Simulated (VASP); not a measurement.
# CdCo2 (P6/mmm) in VASP: a series of runs

The runs below take CdCo2 through single point, relaxation of cell and atoms, with PBE.

Program: VASP 6.6.1. These are calculated values, not measurements. Logs are shortened: lines on timing, memory, paths and dates and some standing lists are left out, and cuts for length are marked.

## Step 1: The cell of the first run

The structure is hexagonal, space group P6/mmm (No. 191). Conventional cell: a = 4.176 Å, b = 4.176 Å, c = 2.822 Å, α = 90.00°, β = 90.00°, γ = 120.00°. Cd (site symmetry 6/mmm) has 12 Co at 2.79 Å and 2 Cd at 2.82 Å within 3.7 Å. Co (site symmetry -6m2) has 5 Co at 2.41 to 2.82 Å and 6 Cd at 2.79 Å within 3.2 Å.

## Step 2: Single point, PBE, collinear spin, ferromagnetic start

File INCAR:

```
PREC     = Accurate       # precision mode
ENCUT    = 520            # plane-wave cutoff, eV
EDIFF    = 1E-6           # SCF threshold, eV
ISMEAR   = 0              # smearing method
SIGMA    = 0.1            # smearing width, eV
LREAL    = F              # projectors in reciprocal space
LASPH    = T              # aspherical terms in the spheres
NELM     = 150            # most SCF steps
ALGO     = Fast           # electronic algorithm
ISIF     = 2              # what is computed and relaxed
LWAVE    = F              # write WAVECAR
LCHARG   = F              # write CHGCAR
ISPIN    = 2              # spin polarisation
MAGMOM   = 0 1.85 1.85    # initial moments
LORBIT   = 11             # projections on sites
LMAXMIX  = 4              # l up to which the mixer works
GGA      = PE             # functional
NBANDS   = 26             # bands
```

File KPOINTS:

```
regular mesh
0
Gamma
  6 6 6
```

File POSCAR:

```
CdCo2
1.0
    4.1756262371      0.0000000000      0.0000000000
   -2.0878131186      3.6161983980      0.0000000000
    0.0000000000      0.0000000000      2.8217832919
Cd Co
1 2
Direct
    0.0000000000      0.0000000000      0.0000000000
    0.3333333333      0.6666666667      0.5000000000
    0.6666666667      0.3333333333      0.5000000000
```

Potentials or basis: VASP PAW PBE potentials, release 64 (Cd, Co).

The run is started by

```bash
$ cat potpaw_PBE.64/Cd/POTCAR potpaw_PBE.64/Co/POTCAR > POTCAR
$ mpirun -np 1 vasp_std > vasp.out
```

OUTCAR:

```text
PREC = Accurate
   ENCUT = 520
   EDIFF = 1E-6
   ISMEAR = 0
   LREAL = F
   LASPH = T
   NELM = 150
   ISIF = 2
   ISPIN = 2
   LORBIT = 11
   GGA = PE

 ion  position               nearest neighbor table
   1  0.000  0.000  0.000-   2 2.79   3 2.79   2 2.79   3 2.79   2 2.79   2 2.79   3 2.79   3 2.79
                             3 2.79   3 2.79   2 2.79   2 2.79
   2  0.333  0.667  0.500-   3 2.41   3 2.41   3 2.41   1 2.79   1 2.79   1 2.79   1 2.79   1 2.79
                             1 2.79
   3  0.667  0.333  0.500-   2 2.41   2 2.41   2 2.41   1 2.79   1 2.79   1 2.79   1 2.79   1 2.79
                             1 2.79

  LATTYP: Found a hexagonal cell.
 ALAT       =     4.1756262371
 C/A-ratio  =     0.6757748734

  Lattice vectors:

 A1 = (   4.1756262371,   0.0000000000,   0.0000000000)
 A2 = (  -2.0878131186,   3.6161983980,   0.0000000000)
 A3 = (   0.0000000000,   0.0000000000,   2.8217832919)

Analysis of symmetry for initial positions (statically):
=====================================================================
 Subroutine PRICEL returns:
 Original cell was already a primitive cell.

 Routine SETGRP: Setting up the symmetry group for a
 hexagonal supercell.

 Subroutine GETGRP returns: Found 24 space group operations
 (whereof 24 operations were pure point group operations)
 out of a pool of 24 trial point group operations.

The static configuration has the point symmetry D_6h.

Analysis of symmetry for dynamics (positions and initial velocities):
=====================================================================
 Subroutine PRICEL returns:
 Original cell was already a primitive cell.

 Routine SETGRP: Setting up the symmetry group for a
 hexagonal supercell.

 Subroutine GETGRP returns: Found 24 space group operations
 (whereof 24 operations were pure point group operations)
 out of a pool of 24 trial point group operations.

The dynamic configuration has the point symmetry D_6h.

Analysis of structural, dynamic, and magnetic symmetry:
=====================================================================
 Subroutine PRICEL returns:
 Original cell was already a primitive cell.

 Routine SETGRP: Setting up the symmetry group for a
 hexagonal supercell.

 Subroutine GETGRP returns: Found 24 space group operations
 (whereof 24 operations were pure point group operations)
 out of a pool of 24 trial point group operations.

The overall configuration has the point symmetry D_6h.

 Subroutine INISYM returns: Found 24 space group operations
 (whereof 24 operations are pure point group operations),
 and found     1 'primitive' translations

----------------------------------------------------------------------------------------

[... 118 lines left out ...]
   LORBIT       =     11    0 simple, 1 ext, 2 COOP (PROOUT), +10 PAW based schemes
   GGA     = PE    functional components
   LHFCALC =     F    Hartree Fock is set to
   AEXX    =    0.0000 exact exchange contribution
   IVDW    =     0    specifies the selected vdW correction
   LEPSILON=     F    determine dielectric tensor
   LRPA    =     F    only Hartree local field effects (RPA)
 spin polarized calculation
 RMM-DIIS sequential band-by-band and
 Gauss-broadening in eV      SIGMA  =   0.10
  energy-cutoff  :      520.00
  volume of cell :       42.61
 maximum number of plane-waves:      1169
 NGX is ok and might be reduce to    32
   NGX = 15   NGY = 15   NGZ = 11

 number of electron      29.9999998 magnetization       3.5492725

 Free energy of the ion-electron system (eV)
  ---------------------------------------------------
  ext. energy  EPLUGINS =         0.00000000
  ---------------------------------------------------
  free energy    TOTEN  =       -13.76634756 eV

  energy without entropy =      -13.74832848  energy(sigma->0) =      -13.75733802

 E-fermi :   6.6257     XC(G=0): -12.4022

 val. band max:        6.5958278110   @ k =   0.1667   0.0000   0.5000
 cond. band min:       6.6346236315   @ k =   0.3333   0.3333   0.0000
 fundamental gap:      0.0387958205
 Fermi energy:         6.6256821587

 spin component 1

 k-point     1 :       0.0000    0.0000    0.0000
  band No.  band energies     occupation
      1      -2.9186      1.00000
      2      -2.2628      1.00000
      3      -2.0449      1.00000
      4      -2.0449      1.00000
      5      -1.5057      1.00000
      6      -1.5057      1.00000
[... 685 lines left out ...]
     25      21.6285      0.00000
     26      21.7805      0.00000

 [... further k-points ...]

 spin component 2

 k-point     1 :       0.0000    0.0000    0.0000
  band No.  band energies     occupation
      1      -2.9020      1.00000
      2      -2.2076      1.00000
      3      -2.0580      1.00000
      4      -2.0580      1.00000
      5      -1.4955      1.00000
      6      -1.4955      1.00000
[... 685 lines left out ...]
     25      21.6737      0.00000
     26      21.9951      0.00000

 [... further k-points ...]
[... 5 lines left out ...]
  --------------------------------------------------------------------------------------
  -------------------------------------------------------------------------------------
  Total        0.0987018      0.0987018      0.1339076     -0.0000000      0.0000000      0.0000000
  in kB        3.7114020      3.7114020      5.0352178     -0.0000000      0.0000000      0.0000000
  external PRESSURE =       4.1526740 kB  Pullay stress =       0.0000000 kB

 VOLUME and BASIS-vectors are now :
 -----------------------------------------------------------------------------
  energy-cutoff  :      520.00
  volume of cell :       42.61
      direct lattice vectors                 reciprocal lattice vectors
     4.175626237  0.000000000  0.000000000     0.239485036  0.138266750  0.000000000
    -2.087813119  3.616198398  0.000000000     0.000000000  0.276533500  0.000000000
     0.000000000  0.000000000  2.821783292     0.000000000  0.000000000  0.354385825

 POSITION                                       TOTAL-FORCE (eV/Angst)
 -----------------------------------------------------------------------------------
      0.00000      0.00000      0.00000        -0.000000      0.000000      0.000000
     -0.00000      2.41080      1.41089         0.000000      0.000000      0.000000
      2.08781      1.20540      1.41089        -0.000000      0.000000     -0.000000
 -----------------------------------------------------------------------------------
    total drift:                               -0.000000      0.000000      0.000000

  FREE ENERGIE OF THE ION-ELECTRON SYSTEM (eV)
  ---------------------------------------------------
  free  energy   TOTEN  =       -13.7663475584 eV

  energy  without entropy=      -13.7483284794  energy(sigma->0) =      -13.75733802

 total charge

# of ion       s       p       d       tot
------------------------------------------
    1        0.516   0.465   9.471  10.452
    2        0.430   0.381   7.252   8.063
    3        0.430   0.381   7.252   8.063
--------------------------------------------------
tot          1.376   1.227  23.975  26.578

 magnetization (x)

# of ion       s       p       d       tot
------------------------------------------
    1       -0.012  -0.018   0.009  -0.021
    2        0.012  -0.005   1.785   1.792
    3        0.012  -0.005   1.785   1.792
--------------------------------------------------
tot          0.013  -0.028   3.579   3.564
```

OSZICAR:

```text
N       E                     dE             d eps       ncg     rms          rms(c)
DAV:   1     0.215598545916E+03    0.21560E+03   -0.14085E+04  2952   0.140E+03
DAV:   2    -0.543389287783E+01   -0.22103E+03   -0.20342E+03  2922   0.308E+02
DAV:   3    -0.151663234098E+02   -0.97324E+01   -0.93891E+01  3168   0.826E+01
DAV:   4    -0.152796033384E+02   -0.11328E+00   -0.11321E+00  3584   0.800E+00
DAV:   5    -0.152835060544E+02   -0.39027E-02   -0.39024E-02  3878   0.142E+00    0.144E+01
RMM:   6    -0.152336613606E+02    0.49845E-01   -0.10321E+01  3220   0.295E+01    0.122E+01
RMM:   7    -0.138380477141E+02    0.13956E+01   -0.26543E+00  3127   0.155E+01    0.639E+00
RMM:   8    -0.137735069650E+02    0.64541E-01   -0.80825E-02  3225   0.242E+00    0.293E+00
RMM:   9    -0.137692237303E+02    0.42832E-02   -0.16359E-02  3417   0.101E+00    0.124E+00
RMM:  10    -0.137662943580E+02    0.29294E-02   -0.60842E-03  3584   0.582E-01    0.255E-01
RMM:  11    -0.137663291393E+02   -0.34781E-04   -0.15039E-03  3791   0.251E-01    0.873E-02
RMM:  12    -0.137663310445E+02   -0.19052E-05   -0.32042E-04  3947   0.106E-01    0.495E-02
RMM:  13    -0.137663488807E+02   -0.17836E-04   -0.66226E-05  4022   0.479E-02    0.366E-02
RMM:  14    -0.137663472251E+02    0.16556E-05   -0.15220E-05  3649   0.205E-02    0.107E-02
RMM:  15    -0.137663475584E+02   -0.33328E-06   -0.22565E-06  2541   0.947E-03
   1 F= -.13766348E+02 E0= -.13757338E+02  d E =-.180191E-01  mag=     3.5485
```

stdout:

```text
POSCAR found type information on POSCAR CdCo
 POSCAR found :  2 types and       3 ions
 scaLAPACK will be used
 LDA part: xc-table for (Slater+PW92), standard interpolation
 POSCAR, INCAR and KPOINTS ok, starting setup
 FFT: planning ... GRIDC
 FFT: planning ... GRID_SOFT
 FFT: planning ... GRID
 WAVECAR not read
 entering main loop
WARNING in EDDRMM: call to ZHEGV failed, returncode =   8  4     25
```

Wall time 82 s (1 thread of Oxide Virtual Turin-like, shared host); peak memory 0.17 GiB.

Results:

- Free energy: -13.7663 eV
- Pressure: 0.4 GPa
- Net moment: 3.55 μB per cell
- Site moments: Cd -0.02; Co +1.79 μB
- Valence electrons inside the program's atomic spheres: Cd 10.45; Co 8.06

Caveat: the k points lie up to 0.37 Å⁻¹ apart.

## Step 3: Relaxation of cell and atoms, PBE, collinear spin, ferromagnetic start

This run uses another cell than the first one, of 13.73 Å³/atom.

File INCAR:

```
PREC = Accurate ; ENCUT = 600
EDIFF = 1E-6 ; ISMEAR = 0
SIGMA = 0.1 ; LREAL = F
LASPH = T ; NELM = 150
ALGO = Normal ; ISIF = 3
LWAVE = F ; LCHARG = F
ISPIN = 2 ; MAGMOM = 0 1.2 1.2
LORBIT = 11 ; LMAXMIX = 4
GGA = PE ; IBRION = 2
NSW = 90 ; EDIFFG = -0.04
```

File KPOINTS:

```
Automatic mesh
0
Gamma
  6 6 4
```

File POSCAR:

```
CdCo2
1.0
    3.5314355448      0.0000000000      0.0000000000
   -1.7657177724      3.0583128937      0.0000000000
    0.0000000000      0.0000000000      3.8130118009
Cd Co
1 2
Direct
    0.0000000000      0.0000000000      0.0000000000
    0.3333333333      0.6666666667      0.5000000000
    0.6666666667      0.3333333333      0.5000000000
```

Potentials or basis: VASP PAW PBE potentials, release 64 (Cd, Co).

The run is started by

```bash
$ cat potpaw_PBE.64/Cd/POTCAR potpaw_PBE.64/Co/POTCAR > POTCAR
$ mpirun -np 1 vasp_std > vasp.out
```

Run time: 11 min. Hardware: 1 thread of Oxide Virtual Turin-like, shared host; peak memory 0.17 GiB.

The run converged. Its results:

```yaml
Free_energy: -13.7879 eV
Relaxed_volume: 14.00 Å³/atom
Relaxed_cell: a = 4.183 Å, b = 4.183 Å, c = 2.771 Å, α = 90.00°, β = 90.00°, γ = 120.00°
Space_group_after_relaxing_to_0.1_Å: P6/mmm (No. 191)
Energy_gained_by_relaxing: 321.2 meV/atom
Ionic_steps: 17
Pressure_after_relaxing: -0.2 GPa
Net_moment: 2.88 μB per cell
Site_moments: Cd -0.05; Co +1.50 μB
Valence_electrons_inside_the_program's_atomic_spheres: Cd 10.46; Co 8.09
```

Stress tensor (GPa, compression positive):
```
-0.20  0.00  0.00
 0.00 -0.20  0.00
 0.00  0.00 -0.28
```

The path:
```
step  energy change (eV)  largest force (eV/Å)  pressure (GPa)  volume (Å³)
   1              0.0000                0.0000           22.50        41.18
   2             -0.2253                0.0000          -10.28        53.65
   3             -0.4680                0.0000           -1.28        47.58
   4             -0.5006                0.0000           -1.17        47.06
   5             -0.5717                0.0000           -0.14        45.64
   6             -0.7597                0.0000            5.72        42.42
   7              0.3742                0.0000           48.27        34.41
   8             -0.8123                0.0000            7.61        41.51
   9             -0.8148                0.0000           14.11        38.81
  10             -0.8208                0.0000           14.01        38.79
  11             -0.8329                0.0000           13.90        38.74
  12             -0.8269                0.0000           13.94        38.62
  13             -0.8356                0.0000           13.84        38.70
  14             -0.8478                0.0000           13.05        38.84
  15             -0.8805                0.0000           10.83        39.28
  16             -0.9289                0.0000            6.72        40.18
  17             -0.9637                0.0000           -0.23        42.00
```

Final structure:
```
CELL_PARAMETERS angstrom
4.18337 0.00000 0.00000
-2.09168 3.62290 0.00000
0.00000 0.00000 2.77107
ATOMIC_POSITIONS crystal
Cd 0.00000 0.00000 0.00000
Co 0.33333 0.66667 0.50000
Co 0.66667 0.33333 0.50000
```

Levels at points of the mesh, in eV from the Fermi level:
Spin up:
```tsv
k point	band 12	band 13	band 14	band 15	band 16	band 17	band 18	band 19	band 20
(0.00, 0.00, 0.00)	-2.36	-2.16	-2.16	-1.35	-1.35	4.73	4.73	4.93	4.93
(0.50, 0.00, 0.00)	-2.15	-2.10	-1.56	-1.31	-1.14	-0.82	-0.47	4.53	13.45
(0.00, 0.00, 0.50)	-2.16	-2.16	-1.85	-1.85	-0.54	0.10	7.70	7.70	7.86
(0.50, 0.00, 0.50)	-2.11	-1.64	-1.19	-0.73	0.26	0.51	2.48	2.87	6.66
```
Spin down:
```
           k point  band 12  band 13  band 14  band 15  band 16  band 17
(0.00, 0.00, 0.00)    -1.30    -0.41    -0.41     0.52     0.52     5.18
(0.50, 0.00, 0.00)    -0.51    -0.42    -0.36     0.28     0.34     0.58
(0.00, 0.00, 0.50)    -0.53    -0.53    -0.52    -0.52     0.71     1.10
(0.50, 0.00, 0.50)    -1.48     0.16     0.30     0.71     1.22     1.37
```

Caveat: the k points lie up to 0.57 Å⁻¹ apart in the final cell; a cell axis changed by over 15 % at a fixed basis, so the end point is rough.

## Step 4: Relaxation of cell and atoms, PBE, collinear spin, ferromagnetic start

This run uses another cell than the first one, of 14.13 Å³/atom.

File INCAR:

```
SYSTEM = CdCo2
PREC = Accurate
ENCUT = 600
EDIFF = 1E-6
ISMEAR = 0
SIGMA = 0.1
LREAL = .False.
LASPH = .True.
NELM = 150
ALGO = Normal
ISIF = 3
LWAVE = .False.
LCHARG = .False.
ISPIN = 2
MAGMOM = 0 1.85 1.85
LORBIT = 11
LMAXMIX = 4
GGA = PE
IBRION = 2
NSW = 90
EDIFFG = -0.04
```

File KPOINTS:

```
regular mesh
0
Gamma
  6 6 6
  0 0 0
```

File POSCAR:

```
CdCo2
1.0
    4.1498238260      0.0000000000      0.0000000000
   -2.0749119130      3.5938528545      0.0000000000
    0.0000000000      0.0000000000      2.8415629229
Cd Co
1 2
Direct
    0.0000000000      0.0000000000      0.0000000000
    0.3333333333      0.6666666667      0.5000000000
    0.6666666667      0.3333333333      0.5000000000
```

The run is started by

```bash
$ cat potpaw_PBE.64/Cd/POTCAR potpaw_PBE.64/Co/POTCAR > POTCAR
$ mpirun -np 1 vasp_std > vasp.out
```

It took 3 min on 1 thread of Oxide Virtual Turin-like, shared host; peak memory 0.2 GiB.

It converged, with:

* Free energy: -13.7655 eV
* Relaxed volume: 14.26 Å³/atom
* Relaxed cell: a = 4.175 Å, b = 4.175 Å, c = 2.835 Å, α = 90.00°, β = 90.00°, γ = 120.00°
* Space group after relaxing (to 0.1 Å): P6/mmm (No. 191)
* Energy gained by relaxing: 1.0 meV/atom
* Ionic steps: 4
* Pressure after relaxing: -0.1 GPa
* Net moment: 3.56 μB per cell
* Site moments: Cd -0.02; Co +1.80 μB
* Valence electrons inside the program's atomic spheres: Cd 10.45; Co 8.06

Stress tensor (GPa, compression positive):
```
-0.03  0.00  0.00
 0.00 -0.03  0.00
 0.00  0.00 -0.36
```

Step by step:
```
step  energy change (eV)  largest force (eV/Å)  pressure (GPa)  volume (Å³)
   1              0.0000                0.0000            1.27        42.38
   2             -0.0020                0.0000           -0.98        43.07
   3             -0.0026                0.0000           -0.23        42.85
   4             -0.0030                0.0000           -0.14        42.79
```

Final structure:
```
Cd Co
1.0
     4.17483    0.00000    0.00000
    -2.08741    3.61551    0.00000
     0.00000    0.00000    2.83468
Cd Co
1 2
Direct
  0.00000 0.00000 0.00000
  0.33333 0.66667 0.50000
  0.66667 0.33333 0.50000
```

Levels at points of the mesh, in eV from the Fermi level:
Spin up:
| k point | band 14 | band 15 | band 16 | band 17 | band 18 | band 19 | band 20 | band 21 |
| --- | --- | --- | --- | --- | --- | --- | --- | --- |
| (0.00, 0.00, 0.00) | -2.44 | -1.60 | -1.60 | 4.75 | 4.75 | 4.96 | 4.96 | 6.10 |
| (0.50, 0.00, 0.00) | -1.82 | -1.57 | -1.30 | -0.97 | -0.35 | 4.48 | 13.55 | 13.81 |
| (0.00, 0.00, 0.50) | -2.02 | -2.02 | -1.00 | -0.40 | 7.57 | 7.57 | 7.70 | 8.50 |
| (0.50, 0.00, 0.50) | -1.36 | -1.02 | -0.10 | 0.33 | 2.21 | 2.47 | 5.81 | 6.51 |
Spin down:
| k point | band 11 | band 12 | band 13 | band 14 | band 15 | band 16 | band 17 | band 18 |
| --- | --- | --- | --- | --- | --- | --- | --- | --- |
| (0.00, 0.00, 0.00) | -1.22 | -1.16 | -0.48 | -0.48 | 0.49 | 0.49 | 5.30 | 5.30 |
| (0.50, 0.00, 0.00) | -1.33 | -0.48 | -0.43 | -0.32 | 0.24 | 0.42 | 0.56 | 0.75 |
| (0.00, 0.00, 0.50) | -0.93 | -0.49 | -0.49 | -0.46 | -0.46 | 0.77 | 1.05 | 7.92 |
| (0.50, 0.00, 0.50) | -1.48 | -1.44 | 0.21 | 0.38 | 0.77 | 1.21 | 1.35 | 3.14 |

Caveat: the k points lie up to 0.37 Å⁻¹ apart in the final cell.

## Step 5: The runs side by side

```tsv
task	cell	k mesh	cutoff (eV)	gap on the mesh (eV)	pressure (GPa)	moment (μB)	relaxed volume (Å³/atom)
single point	a = 4.176, b = 4.176, c = 2.822 Å, angles 90.0, 90.0, 120.0°, 3 atoms	6 × 6 × 6	520	none	0.4	3.55	-
relaxation of cell and atoms	relaxed from a = 3.531, b = 3.531, c = 3.813 Å, angles 90.0, 90.0, 120.0°, 3 atoms	6 × 6 × 4	600	none	-0.2	2.88	14.00
relaxation of cell and atoms	relaxed from a = 4.150, b = 4.150, c = 2.842 Å, angles 90.0, 90.0, 120.0°, 3 atoms	6 × 6 × 6	600	none	-0.1	3.56	14.26
```

Alike in all rows: level PBE; potentials or basis VASP PAW PBE potentials, release 64 (Cd, Co); spin collinear, ferromagnetic start; smearing gaussian 0.1 eV.

Caveats: all runs use coarse meshes; a cell axis changed by over 15 % at a fixed basis, so the end point is rough (at least some runs).

Total energies depend on the potentials used, so only differences within one code and one set of settings carry meaning.

The gap in the log of VASP goes by the Fermi energy; the results here count the filled bands.